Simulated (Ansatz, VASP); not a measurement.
## One calculation of CsSi4Sb2, two programs

```
CELL_PARAMETERS angstrom
3.63566 3.63566 -3.83036
-3.63566 3.63566 3.83036
3.63566 -3.63566 3.83036
ATOMIC_POSITIONS crystal
Cs 0.00000 0.00000 0.00000
Si 0.22987 0.72987 0.50000
Si 0.22987 0.50000 0.72987
Si 0.77013 0.50000 0.27013
Si 0.77013 0.27013 0.50000
Sb 0.50000 0.25000 0.75000
Sb 0.50000 0.75000 0.25000
```

Alike in both runs: task single point; functional PBE; k mesh 4 × 4 × 4; occupations gaussian, width 0.2 eV; no spin polarisation.

```csv
,VASP,Ansatz
version,VASP 6.6.1,Ansatz 0.2.0
potentials or method,"VASP PAW PBE potentials, release 64 (Cs_sv, Si, Sb), cutoff 520 eV","scalar-relativistic, plane waves, PAW"
valence electrons in the cell,35,55
```

|  | VASP | Ansatz | Ansatz less VASP |
| --- | --- | --- | --- |
| gap on the k mesh at the Fermi level (eV) | none | none | - |
| pressure (GPa) | -0.2 | -0.3 | -0.05 |
| traceless stress, the component that is largest in VASP (GPa) | -0.08 | -0.09 | -0.010 |
| rms of the force components (eV/Å) | 0.030 | 0.036 | +0.0064 |

Atom by atom the forces differ by 0.006 eV/Å (rms over components). A gap of «none» marks a metal or a gap that the smearing closes. VASP's potentials hold 35 valence electrons a cell and Ansatz's 55, so a difference there can come from the potentials and not from the codes.

Spin-orbit coupling is off throughout.
